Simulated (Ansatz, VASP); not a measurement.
# Two plane-wave programs on Cu

INCAR

```
PREC     = Accurate       # precision mode
ENCUT    = 600            # plane-wave cutoff, eV
EDIFF    = 1E-7           # SCF threshold, eV
ISMEAR   = -1             # smearing method
SIGMA    = 0.1            # smearing width, eV
LREAL    = F              # projectors in reciprocal space
LASPH    = T              # aspherical terms in the spheres
NELM     = 100            # most SCF steps
ALGO     = Normal         # electronic algorithm
ISIF     = 3              # what is computed and relaxed
LWAVE    = F              # write WAVECAR
LCHARG   = F              # write CHGCAR
GGA      = RE             # functional
IBRION   = 2              # ionic algorithm
NSW      = 80             # ionic steps
EDIFFG   = -0.01          # ionic threshold
```

File KPOINTS:

```
Automatic mesh
0
Gamma
  15 15 15
```

Contents of POSCAR:

```
Cu
1.0
   -1.4345978267      1.4345978267      1.4345978267
    1.4345978267     -1.4345978267      1.4345978267
    1.4345978267      1.4345978267     -1.4345978267
Cu
1
Direct
    0.0000000000      0.0000000000      0.0000000000
```

Input for Ansatz:

```yaml
crystal:
  lattice:
    - [-1.4345978267, 1.4345978267, 1.4345978267]
    - [1.4345978267, -1.4345978267, 1.4345978267]
    - [1.4345978267, 1.4345978267, -1.4345978267]
  atoms:
    - { symbol: Cu, position: [0.0, 0.0, 0.0] }
hamiltonian:
  xc: revpbe
  pseudopotentials:
    kind: paw
    azcp:
      Cu: "pseudopotentials/Cu.paw.azcp"
basis:
  ecutwfc: 420
  fft_grid_basis: typed
kpoints:
  mp_grid: { grid: [15, 15, 15], shift: [0, 0, 0] }
magnetization:
  spin_polarized: false
scf:
  occupations: { method: fermi_dirac, width: 0.1 }
relax:
  max_steps: 60
  f_tol: 0.01
  cell: {}
```

Alike in both runs: task relaxation of cell and atoms; functional revPBE; k mesh 15 × 15 × 15; occupations fermi-dirac, width 0.1 eV; no spin polarisation.

```csv
,VASP,Ansatz
version,VASP 6.6.1,Ansatz 0.2.0
potentials or method,"VASP PAW PBE potentials, release 64 (Cu), cutoff 600 eV","plane waves (420 eV) with PAW, scalar-relativistic"
valence electrons in the cell,11,19
```

|  | VASP | Ansatz | Ansatz less VASP |
| --- | --- | --- | --- |
| relaxed volume (Å³/atom) | 12.38 | 12.32 | -0.058 |
| relaxed cell length with the largest relative difference (Å) | 2.524 | 2.520 | -0.0040 |

VASP's potentials were made for PBE, not for revPBE. VASP's potentials hold 11 valence electrons a cell and Ansatz's 19, so a difference there can come from the potentials and not from the codes.
